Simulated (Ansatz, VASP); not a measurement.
## Al2Pt in VASP and in Ansatz

```
CELL_PARAMETERS angstrom
2.94826 2.94826 0.00000
-2.94826 2.94826 0.00000
0.00000 0.00000 6.07341
ATOMIC_POSITIONS crystal
Al 0.00000 0.50000 0.75000
Al 0.50000 0.00000 0.75000
Al 0.50000 0.00000 0.25000
Al 0.00000 0.50000 0.25000
Pt 0.00000 0.00000 0.00000
Pt 0.50000 0.50000 0.50000
```

Change from the starting cell: strain along c alone, the other axes held, atoms relaxed: +3.0 %.

Alike in both runs: task single point; functional PBEsol; k mesh 8 × 8 × 6; occupations gaussian, width 0.1 eV; no spin polarisation.

|  | VASP | Ansatz |
| --- | --- | --- |
| version | VASP 6.6.1 | Ansatz 0.2.0 |
| potentials or method | VASP PAW PBE potentials, release 64 (Al, Pt), cutoff 520 eV | scalar-relativistic, plane waves, PAW |
| valence electrons in the cell | 32 | 48 |

|  | VASP | Ansatz | Ansatz less VASP |
| --- | --- | --- | --- |
| gap on the k mesh at the Fermi level (eV) | none | none | - |
| pressure (GPa) | -3.9 | -3.8 | +0.07 |
| traceless stress, the component that is largest in VASP (GPa) | -1.22 | -1.21 | +0.012 |

VASP's potentials were made for PBE, not for PBEsol. A gap of «none» marks a metal or a gap that the smearing closes. The functional is the same, so the differences come from potentials, cutoffs and numerics. VASP's potentials hold 32 valence electrons a cell and Ansatz's 48, so a difference there can come from the potentials and not from the codes.

Spin-orbit coupling is off throughout.
